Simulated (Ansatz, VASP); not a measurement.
## One calculation of Si2Mo, two programs

```
Mo Si
1.0
    -1.62106    1.62106    3.98222
     1.62106   -1.62106    3.98222
     1.62106    1.62106   -3.98222
Mo Si
1 2
Direct
  0.00000 0.00000 0.00000
  0.66700 0.66700 0.00000
  0.33300 0.33300 0.00000
```

Change from the starting cell: volume scaled by 1.04.

Alike in both runs: task single point; functional PBEsol; k mesh 12 × 12 × 12; occupations gaussian, width 0.15 eV; collinear spin; fixed moment 1 μB.

|  | VASP | Ansatz |
| --- | --- | --- |
| version | VASP 6.6.1 | Ansatz 0.2.0 |
| potentials or method | VASP PAW PBE potentials, release 64 (Mo_sv, Si), cutoff 520 eV | all-electron LAPW, scalar-relativistic |

|  | VASP | Ansatz | Ansatz less VASP |
| --- | --- | --- | --- |
| pressure (GPa) | -5.2 | -5.4 | -0.27 |
| traceless stress, the component that is largest in VASP (GPa) | 3.17 | 3.16 | -0.011 |
| rms of the force components (eV/Å) | 0.011 | 0.008 | -0.0020 |
| size of the moment on the site where the two differ most (μB) | 0.68 | 0.72 | +0.040 |

VASP's potentials were made for PBE, not for PBEsol. Site moments also hang on the region over which each program counts them. Atom by atom the forces differ by 0.002 eV/Å (rms over components). Ansatz ran all-electron here, and VASP with PAW potentials.
